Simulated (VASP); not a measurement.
SnO, 4 atoms in the cell. It takes space group P4/nmm (No. 129, tetragonal). The conventional cell has a = 3.868 Å, b = 3.868 Å, c = 5.073 Å, α = 90.00°, β = 90.00°, γ = 90.00°. Sn (site symmetry 4mm) has 4 O at 2.25 Å within 3.0 Å. Within 3.0 Å of O (site symmetry -4m2) lie 4 Sn at 2.25 Å and 4 O at 2.73 Å. 

- Program: VASP 6.6.1
- Task: single point
- Functional: PBE
- Potentials or basis: VASP PAW PBE potentials, release 64 (Sn_d, O)
- Cutoff: 520 eV
- k mesh: 7 × 7 × 6
- Occupations: fermi-dirac, width 0.05 eV
- Spin: no spin polarisation
- Dipole correction: no
- Further INCAR settings: ALGO = Normal; EDIFF = 1e-07; NBANDS = 28

Potentials or basis: VASP PAW PBE potentials, release 64 (Sn_d, O).

Launch:

```console
$ cat potpaw_PBE.64/Sn_d/POTCAR potpaw_PBE.64/O/POTCAR > POTCAR
$ mpirun -np 1 vasp_std > vasp.out
```

Hardware: 1 thread of Intel(R) Xeon(R) 6975P-C (Granite Rapids), with other jobs on the host.

Q: How long does it take, and how much memory?

A: Run time: 37 s on 1 thread of Intel(R) Xeon(R) 6975P-C (Granite Rapids) (shared host), peak memory 0.22 GiB. Counts: scf iterations 15, k points 40.
